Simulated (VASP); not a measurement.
# GeB2C3: single point with PBE

Crystal: GeB2C3.

```
CELL_PARAMETERS angstrom
2.44931 1.41411 3.93985
-2.44931 1.41411 3.93985
0.00000 -2.82822 3.93985
ATOMIC_POSITIONS crystal
Ge 0.00000 0.00000 0.00000
B 0.62892 0.62892 0.62892
B 0.37108 0.37108 0.37108
C 0.00000 0.50000 0.00000
C 0.50000 0.00000 0.00000
C 0.00000 0.00000 0.50000
```

| Item | Value |
| --- | --- |
| Program | VASP 6.6.1 |
| Task | single point |
| Functional | PBE |
| Potentials or basis | VASP PAW PBE potentials, release 64 (Ge_d, B, C) |
| Cutoff | 520 eV |
| k mesh | 6 × 6 × 6 |
| Occupations | gaussian, width 0.1 eV |
| Spin | no spin polarisation |
| Dipole correction | no |
| Further INCAR settings | ALGO = Normal; EDIFF = 1e-06; NBANDS = 25 |

| Item | Value |
| --- | --- |
| Pressure | -20.1 GPa |
| Largest force | 0.091 eV/Å |
| Band gap on the k mesh | zero (band 16 reaches 3.35 eV, above the bottom of band 17 at 1.39 eV) |

Forces in eV/Å, atoms in the order of the input:
```
Ge   0.000  0.000  0.000
B    0.000  0.000  0.091
B    0.000  0.000 -0.091
C    0.000  0.000  0.000
C    0.000  0.000  0.000
C    0.000  0.000  0.000
```

Stress tensor (GPa, compression positive):
```
-18.98   0.00   0.00
  0.00 -18.98   0.00
  0.00   0.00 -22.40
```

Levels at points of the mesh, in eV from the Fermi level:
| k point | band 14 | band 15 | band 16 | band 17 | band 18 | band 19 |
| --- | --- | --- | --- | --- | --- | --- |
| (0.00, 0.00, 0.00) | -3.45 | -2.31 | -1.20 | -1.20 | -0.12 | -0.12 |
| (0.50, 0.00, 0.00) | -2.44 | -0.32 | 0.20 | 0.30 | 0.34 | 0.95 |
| (0.50, 0.50, 0.00) | -0.80 | -0.03 | 0.15 | 0.64 | 0.92 | 1.49 |
| (0.50, 0.50, 0.50) | -0.99 | -0.23 | -0.23 | 0.53 | 0.53 | 1.40 |

It took 25 s on 1 thread of Intel(R) Xeon(R) 6975P-C (Granite Rapids), on a shared host, peak memory 0.23 GiB.
